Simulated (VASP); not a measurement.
Wanted: the native input for a VASP 6.6.1 run.

| Quantity | Value |
| --- | --- |
| Task | single point |
| Functional | PBEsol |
| Potentials or basis | VASP PAW PBE potentials, release 64 (Ga_d, P) |
| Cutoff | 520 eV |
| k mesh | 8 × 8 × 8 |
| Occupations | fermi-dirac, width 0.05 eV |
| Spin | no spin polarisation |
| Dipole correction | no |
| Further INCAR settings | ALGO = Normal; EDIFF = 1e-07; NBANDS = 16 |

The structure of GaP lies in POSCAR:

```
GaP
1.0
    0.0000000000      2.7252500000      2.7252500000
    2.7252500000      0.0000000000      2.7252500000
    2.7252500000      2.7252500000      0.0000000000
Ga P
1 1
Direct
    0.0000000000      0.0000000000      0.0000000000
    0.7500000000      0.7500000000      0.7500000000
```

The input as run:

INCAR

```
SYSTEM = GaP
PREC     = Accurate       ! precision mode
ENCUT    = 520            ! plane-wave cutoff, eV
EDIFF    = 1E-7           ! SCF threshold, eV
ISMEAR   = -1             ! smearing method
SIGMA    = 0.05           ! smearing width, eV
LREAL    = .False.        ! projectors in reciprocal space
LASPH    = .True.         ! aspherical terms in the spheres
NELM     = 60             ! most SCF steps
ALGO     = Normal         ! electronic algorithm
ISIF     = 2              ! what is computed and relaxed
LWAVE    = .False.        ! write WAVECAR
LCHARG   = .True.         ! write CHGCAR
GGA      = PS             ! functional
LELF     = .True.         ! ELF
LVHAR    = .True.       
NBANDS   = 16             ! bands
```

KPOINTS

```
regular mesh
0
Gamma
  8 8 8
  0 0 0
```

Potentials or basis: VASP PAW PBE potentials, release 64 (Ga_d, P).

Run with:

```console
$ cat potpaw_PBE.64/Ga_d/POTCAR potpaw_PBE.64/P/POTCAR > POTCAR
$ mpirun -np 1 vasp_std > vasp.out
```

Results of the run:

```
Pressure               : -0.6 GPa
Band gap on the k mesh : 1.52 eV, indirect (least direct gap 1.75 eV)
```

Caveat: the PAW data sets were made with another functional, which shifts forces and pressure a little.

It took 11 s on 1 thread of Intel(R) Xeon(R) 6975P-C (Granite Rapids), on a shared host, peak memory 0.17 GiB.
